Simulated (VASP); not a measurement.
# ZrS (Fm-3m) in VASP: further runs

The runs below take ZrS through single point, with PBEsol.

Everything below comes from runs of VASP 6.6.1. Logs are shortened: lines on timing, memory, paths and dates and some standing lists are left out, and cuts for length are marked.

### Step 1. The cell of the first run

The structure is cubic, space group Fm-3m (No. 225). Conventional cell: a = 5.247 Å, b = 5.247 Å, c = 5.247 Å, α = 90.00°, β = 90.00°, γ = 90.00°. Within 3.5 Å of Zr (site symmetry m-3m) lie 6 S at 2.62 Å. S (site symmetry m-3m) has 6 Zr at 2.62 Å within 3.5 Å.

### Step 2. Single point, PBEsol

File INCAR:

```
ALGO = Normal ; EDIFF = 1E-6
ENCUT = 520 ; GGA = PS
ISIF = 2 ; ISMEAR = -1
LASPH = True ; LCHARG = False
LREAL = False ; LWAVE = False
NBANDS = 16 ; NELM = 60
PREC = Accurate ; SIGMA = 0.05
```

File KPOINTS:

```
k-points
0
Gamma
  10 10 10
```

File POSCAR:

```
ZrS
1.0
    0.0000000000      2.6235080000      2.6235080000
    2.6235080000      0.0000000000      2.6235080000
    2.6235080000      2.6235080000      0.0000000000
Zr S
1 1
Direct
    0.0000000000      0.0000000000      0.0000000000
    0.5000000000      0.5000000000      0.5000000000
```

Potentials or basis: VASP PAW PBE potentials, release 64 (Zr_sv, S).

On the command line:

```console
$ cat potpaw_PBE.64/Zr_sv/POTCAR potpaw_PBE.64/S/POTCAR > POTCAR
$ mpirun -np 1 vasp_std > vasp.out
```

OUTCAR:

```text
EDIFF = 1E-6
   ENCUT = 520
   GGA = PS
   ISIF = 2
   ISMEAR = -1
   LASPH = True
   LREAL = False
   NELM = 60
   PREC = Accurate

 ion  position               nearest neighbor table
   1  0.000  0.000  0.000-   2 2.62   2 2.62   2 2.62   2 2.62   2 2.62   2 2.62
   2  0.500  0.500  0.500-   1 2.62   1 2.62   1 2.62   1 2.62   1 2.62   1 2.62

  LATTYP: Found a face centered cubic cell.
 ALAT       =     5.2470160000

  Lattice vectors:

 A1 = (   0.0000000000,   2.6235080000,   2.6235080000)
 A2 = (   2.6235080000,   0.0000000000,   2.6235080000)
 A3 = (   2.6235080000,   2.6235080000,   0.0000000000)

Analysis of symmetry for initial positions (statically):
=====================================================================
 Subroutine PRICEL returns:
 Original cell was already a primitive cell.

 Routine SETGRP: Setting up the symmetry group for a
 face centered cubic supercell.

 Subroutine GETGRP returns: Found 48 space group operations
 (whereof 48 operations were pure point group operations)
 out of a pool of 48 trial point group operations.

The static configuration has the point symmetry O_h .

Analysis of symmetry for dynamics (positions and initial velocities):
=====================================================================
 Subroutine PRICEL returns:
 Original cell was already a primitive cell.

 Routine SETGRP: Setting up the symmetry group for a
 face centered cubic supercell.

 Subroutine GETGRP returns: Found 48 space group operations
 (whereof 48 operations were pure point group operations)
 out of a pool of 48 trial point group operations.

The dynamic configuration has the point symmetry O_h .

 Subroutine INISYM returns: Found 48 space group operations
 (whereof 48 operations are pure point group operations),
 and found     1 'primitive' translations

----------------------------------------------------------------------------------------

                                     Primitive cell

  volume of cell :      36.1141

  direct lattice vectors                    reciprocal lattice vectors
     0.000000000  2.623508000  2.623508000    -0.190584515  0.190584515  0.190584515
     2.623508000  0.000000000  2.623508000     0.190584515 -0.190584515  0.190584515
     2.623508000  2.623508000  0.000000000     0.190584515  0.190584515 -0.190584515

  length of vectors
     3.710200595  3.710200595  3.710200595     0.330102063  0.330102063  0.330102063

  position of ions in fractional coordinates (direct lattice)
     0.000000000  0.000000000  0.000000000
     0.500000000  0.500000000  0.500000000

  ion indices of the primitive-cell ions
   primitive index   ion index
                 1           1
                 2           2

----------------------------------------------------------------------------------------

 KPOINTS: k-points

Automatic generation of k-mesh.
 Grid dimensions read from file:
 generate k-points for:   10   10   10

 Generating k-lattice:

  Cartesian coordinates                     Fractional coordinates (reciprocal lattice)
    -0.019058452  0.019058452  0.019058452     0.100000000  0.000000000  0.000000000
     0.019058452 -0.019058452  0.019058452     0.000000000  0.100000000  0.000000000
     0.019058452  0.019058452 -0.019058452     0.000000000  0.000000000  0.100000000

  Length of vectors
     0.033010206  0.033010206  0.033010206

  Shift w.r.t. Gamma in fractional coordinates (k-lattice)
     0.000000000  0.000000000  0.000000000

 Subroutine IBZKPT returns following result:
 ===========================================

 Found     47 irreducible k-points:

 Following reciprocal coordinates:
            Coordinates               Weight
  0.000000  0.000000  0.000000      1.000000
  0.100000  0.000000  0.000000      8.000000
  0.200000  0.000000  0.000000      8.000000
  0.300000  0.000000  0.000000      8.000000
  0.400000  0.000000  0.000000      8.000000
  0.500000  0.000000  0.000000      4.000000
[... 16 lines left out ...]
  0.300000  0.300000  0.000000      6.000000
  0.400000  0.300000  0.000000     24.000000
 [... further k-points ...]
   k-points           NKPTS =     47   k-points in BZ     NKDIM =     47   number of bands    NBANDS=     16
   number of dos      NEDOS =    301   number of ions     NIONS =      2
   total plane-waves  NPLWV =  21952
   dimension x,y,z NGX =    28 NGY =   28 NGZ =   28
   dimension x,y,z NGXF=    56 NGYF=   56 NGZF=   56
   ions per type =               1   1
   NGX,Y,Z   is equivalent  to a cutoff of  12.55, 12.55, 12.55 a.u.
   NGXF,Y,Z  is equivalent  to a cutoff of  25.09, 25.09, 25.09 a.u.
 SYSTEM =  unknown system
   PREC   = accura    normal or accurate (medium, high low for compatibility)
   ISTART =      0    job   : 0-new  1-cont  2-samecut
   ICHARG =      2    charge: 1-file 2-atom 10-const
   ISPIN  =      1    spin polarized calculation?
   LNONCOLLINEAR =      F non collinear calculations
   LSORBIT =      F    spin-orbit coupling
   LASPH  =      T    aspherical Exc in radial PAW
   ENCUT  =  520.0 eV  38.22 Ry    6.18 a.u.   6.90  6.90  6.90*2*pi/ulx,y,z
   NELM   =     60;   NELMIN=  2; NELMDL= -5     # of ELM steps
   EDIFF  = 0.1E-05   stopping-criterion for ELM
   LREAL  =      F    real-space projection
   EDIFFG = 0.1E-04   stopping-criterion for IOM
   NSW    =      0    number of steps for IOM
   IBRION =     -1    ionic relax: 0-MD 1-quasi-New 2-CG
   NFREE  =      0    steps in history (QN), initial steepest desc. (CG)
   ISIF   =      2    stress and relaxation
   ISYM   =      2    0-nonsym 1-usesym 2-fastsym
   POTIM  = 0.5000    time-step for ionic-motion
   TEBEG  =    0.0;   TEEND  =   0.0 temperature during run
   PSTRESS=    0.0 pullay stress
   NELECT =      18.0000    total number of electrons
   NUPDOWN=      -1.0000    fix difference up-down
   EMIN   =  10.00;   EMAX   =-10.00  energy-range for DOS
   EFERMI =   0.00;   METHOD = LEGACY
   ISMEAR =    -1;   SIGMA  =   0.05  broadening in eV -4-tet -1-fermi 0-gaus
   EFERMI_NEDOS =   21; number of points for ismear=-14 and -15
   IALGO  =     38    algorithm
   IMIX   =      4    mixing-type and parameters
     AMIX     =   0.40;   BMIX     =  1.00
     AMIX_MAG =   1.60;   BMIX_MAG =  1.00
  volume/ion in A,a.u.               =      18.06       121.86
  Fermi-wavevector in a.u.,A,eV,Ry     =   1.297996  2.452856 22.923000  1.684793
  Thomas-Fermi vector in A             =   2.429352
   LORBIT       =      0    0 simple, 1 ext, 2 COOP (PROOUT), +10 PAW based schemes
   GGA     = PS    functional components
   LHFCALC =     F    Hartree Fock is set to
   AEXX    =    0.0000 exact exchange contribution
   IVDW    =     0    specifies the selected vdW correction
   LEPSILON=     F    determine dielectric tensor
   LRPA    =     F    only Hartree local field effects (RPA)
 non-spin polarized calculation
  energy-cutoff  :      520.00
  volume of cell :       36.11
 maximum number of plane-waves:       990
   NGX = 13   NGY = 13   NGZ = 13

 number of electron      18.0000000 magnetization

 Free energy of the ion-electron system (eV)
  ---------------------------------------------------
  ext. energy  EPLUGINS =         0.00000000
  ---------------------------------------------------
  free energy    TOTEN  =       -16.49366955 eV

  energy without entropy =      -16.48283480  energy(sigma->0) =      -16.48825218

 E-fermi :  10.6725     XC(G=0): -11.4694

 val. band max:       10.6690658215   @ k =  -0.3000   0.4000   0.2000
 cond. band min:      10.6929258060   @ k =  -0.3000   0.4000   0.2000
 fundamental gap:      0.0238599845
 Fermi energy:        10.6725331372

 k-point     1 :       0.0000    0.0000    0.0000
  band No.  band energies     occupation
      1     -39.2674      2.00000
      2     -17.2622      2.00000
      3     -17.2622      2.00000
      4     -17.2622      2.00000
      5      -5.1990      2.00000
      6       7.1136      2.00000
[... 8 lines left out ...]
     15      17.7469      0.00000
     16      22.9937      0.00000

 k-point     2 :       0.1000    0.0000    0.0000
  band No.  band energies     occupation
      1     -39.2649      2.00000
      2     -17.2972      2.00000
      3     -17.2652      2.00000
      4     -17.2652      2.00000
      5      -5.0721      2.00000
      6       6.3901      2.00000
[... 8 lines left out ...]
     15      18.1582      0.00000
     16      22.1556      0.00000

 k-point     3 :       0.2000    0.0000    0.0000
  band No.  band energies     occupation
      1     -39.2583      2.00000
      2     -17.3873      2.00000
      3     -17.2730      2.00000
      4     -17.2730      2.00000
      5      -4.7244      2.00000
      6       5.0762      2.00000
[... 8 lines left out ...]
     15      18.7441      0.00000
     16      21.0263      0.00000

 k-point     4 :       0.3000    0.0000    0.0000
  band No.  band energies     occupation
      1     -39.2501      2.00000
      2     -17.4956      2.00000
      3     -17.2827      2.00000
      4     -17.2827      2.00000
      5      -4.2521      2.00000
      6       3.8319      2.00000
[... 8 lines left out ...]
     15      18.6856      0.00000
     16      19.1926      0.00000

 k-point     5 :       0.4000    0.0000    0.0000
  band No.  band energies     occupation
      1     -39.2435      2.00000
      2     -17.5809      2.00000
      3     -17.2904      2.00000
      4     -17.2904      2.00000
      5      -3.8185      2.00000
      6       2.9303      2.00000
[... 8 lines left out ...]
     15      17.5260      0.00000
     16      17.5260      0.00000

 k-point     6 :       0.5000    0.0000    0.0000
  band No.  band energies     occupation
      1     -39.2410      2.00000
      2     -17.6130      2.00000
      3     -17.2934      2.00000
      4     -17.2934      2.00000
      5      -3.6350      2.00000
      6       2.5917      2.00000
[... 8 lines left out ...]
     15      16.4465      0.00000
     16      16.4465      0.00000
[... 267 lines left out ...]
 k-point    21 :      -0.3000    0.2000    0.0000
  band No.  band energies     occupation
      1     -39.2411      2.00000
      2     -17.5252      2.00000
      3     -17.3716      2.00000
      4     -17.2937      2.00000
      5      -3.9364      2.00000
      6       3.3217      2.00000
[... 8 lines left out ...]
     15      18.0290      0.00000
     16      18.5274      0.00000

 k-point    22 :      -0.2000    0.2000    0.0000
  band No.  band energies     occupation
      1     -39.2474      2.00000
      2     -17.4758      2.00000
      3     -17.3448      2.00000
      4     -17.2790      2.00000
      5      -4.2081      2.00000
      6       3.7699      2.00000
[... 8 lines left out ...]
     15      18.5830      0.00000
     16      18.9732      0.00000

 k-point    23 :       0.3000    0.3000    0.0000
  band No.  band energies     occupation
      1     -39.2446      2.00000
      2     -17.4592      2.00000
      3     -17.3339      2.00000
      4     -17.3339      2.00000
      5      -4.3837      2.00000
      6       3.8582      2.00000
[... 8 lines left out ...]
     15      18.3204      0.00000
     16      19.5777      0.00000

 k-point    24 :       0.4000    0.3000    0.0000
  band No.  band energies     occupation
      1     -39.2394      2.00000
      2     -17.4980      2.00000
      3     -17.3550      2.00000
      4     -17.3453      2.00000
      5      -4.2678      2.00000
      6       3.8722      2.00000
[... 8 lines left out ...]
     15      18.0945      0.00000
     16      19.5721      0.00000

 [... further k-points ...]
[... 5 lines left out ...]
  --------------------------------------------------------------------------------------
  -------------------------------------------------------------------------------------
  Total       -1.3585872     -1.3585872     -1.3585872      0.0000000      0.0000000      0.0000000
  in kB      -60.2727374    -60.2727374    -60.2727374      0.0000000      0.0000000      0.0000000
  external PRESSURE =     -60.2727374 kB  Pullay stress =       0.0000000 kB

 VOLUME and BASIS-vectors are now :
 -----------------------------------------------------------------------------
  energy-cutoff  :      520.00
  volume of cell :       36.11
      direct lattice vectors                 reciprocal lattice vectors
     0.000000000  2.623508000  2.623508000    -0.190584515  0.190584515  0.190584515
     2.623508000  0.000000000  2.623508000     0.190584515 -0.190584515  0.190584515
     2.623508000  2.623508000  0.000000000     0.190584515  0.190584515 -0.190584515

 POSITION                                       TOTAL-FORCE (eV/Angst)
 -----------------------------------------------------------------------------------
      0.00000      0.00000      0.00000         0.000000     -0.000000      0.000000
      2.62351      2.62351      2.62351        -0.000000      0.000000     -0.000000
 -----------------------------------------------------------------------------------
    total drift:                                0.000000      0.000000      0.000000

  FREE ENERGIE OF THE ION-ELECTRON SYSTEM (eV)
  ---------------------------------------------------
  free  energy   TOTEN  =       -16.4936695520 eV

  energy  without entropy=      -16.4828348008  energy(sigma->0) =      -16.48825218
```

Run time: 11 s. Hardware: 1 thread of Intel Xeon 6975P-C (Granite Rapids), shared host; peak memory 0.16 GiB.

Results:

```yaml
Free_energy: -16.4937 eV
Pressure: -6.0 GPa
Band_gap_on_the_k_mesh: zero (band 9 reaches 12.09 eV, above the bottom of band 10 at 9.26 eV)
```

Levels at points of the mesh, in eV from the Fermi level:
```csv
k point,band 5,band 6,band 7,band 8,band 9,band 10,band 11,band 12,band 13,band 14
"(0.00, 0.00, 0.00)",-15.87,-3.56,-3.56,-3.56,-1.42,-1.42,-1.42,-0.74,-0.74,1.76
"(0.50, 0.00, 0.00)",-14.31,-8.08,-6.02,-6.02,1.41,1.41,1.73,1.83,5.57,5.57
"(0.50, 0.50, 0.00)",-15.02,-6.31,-4.51,-4.51,-3.51,0.45,2.32,2.32,2.74,3.21
```

Caveat: the PAW data sets were made with another functional, which shifts forces and pressure a little.

### Step 3. Single point, PBEsol

File INCAR:

```
  PREC = Accurate
  ENCUT = 520
  EDIFF = 1E-6
  ISMEAR = -5
  SIGMA = 0.1
  LREAL = False
  LASPH = True
  NELM = 80
  ALGO = Normal
  ISIF = 2
  LWAVE = False
  LCHARG = False
  GGA = PS
  NBANDS = 16
```

File KPOINTS:

```
Automatic mesh
0
Gamma
  10 10 10
```

POSCAR is that of step 2.

Potentials or basis: VASP PAW PBE potentials, release 64 (Zr_sv, S).

On the command line:

```console
$ cat potpaw_PBE.64/Zr_sv/POTCAR potpaw_PBE.64/S/POTCAR > POTCAR
$ mpirun -np 1 vasp_std > vasp.out
```

Wall time 12 s (1 thread of Intel Xeon 6975P-C (Granite Rapids), shared host); peak memory 0.17 GiB.

It converged, with:

```
Free energy            : -16.4810 eV
Pressure               : -6.1 GPa
Band gap on the k mesh : zero (band 9 reaches 12.09 eV, above the bottom of band 10 at 9.26 eV)
```

Levels at points of the mesh, in eV from the Fermi level:
| k point | band 6 | band 7 | band 8 | band 9 | band 10 | band 11 | band 12 | band 13 |
| --- | --- | --- | --- | --- | --- | --- | --- | --- |
| (0.00, 0.00, 0.00) | -3.50 | -3.50 | -3.50 | -1.36 | -1.36 | -1.36 | -0.68 | -0.68 |
| (0.50, 0.00, 0.00) | -8.02 | -5.96 | -5.96 | 1.47 | 1.47 | 1.79 | 1.89 | 5.63 |
| (0.50, 0.50, 0.00) | -6.25 | -4.45 | -4.45 | -3.45 | 0.51 | 2.38 | 2.38 | 2.80 |

Caveat: the PAW data sets were made with another functional, which shifts forces and pressure a little; tetrahedron occupations give inexact forces and stress in metals.
